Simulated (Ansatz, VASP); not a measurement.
**Two plane-wave programs on Yb**

```
Yb
1.0
     0.00000    2.93037    1.99177
     2.93037    0.00000    1.99177
     2.93037    2.93037    0.00000
Yb
1
Direct
  0.00000 0.00000 0.00000
```

Alike in both runs: task single point; functional PBE; k mesh 16 × 16 × 16; occupations gaussian, width 0.15 eV; no spin polarisation.

```csv
,VASP,Ansatz
version,VASP 6.6.1,Ansatz 0.2.0
potentials or method,"VASP PAW PBE potentials, release 64 (Yb), cutoff 520 eV","scalar-relativistic, plane waves, PAW"
valence electrons in the cell,24,24
```

|  | VASP | Ansatz | Ansatz less VASP |
| --- | --- | --- | --- |
| gap on the k mesh at the Fermi level (eV) | none | none | - |
| pressure (GPa) | 0.0 | 0.2 | +0.23 |
| traceless stress, the component that is largest in VASP (GPa) | 0.35 | 0.35 | -0.003 |

A gap of «none» marks a metal or a gap that the smearing closes. The functional is the same, so the differences come from potentials, cutoffs and numerics.

Spin-orbit coupling is off throughout.
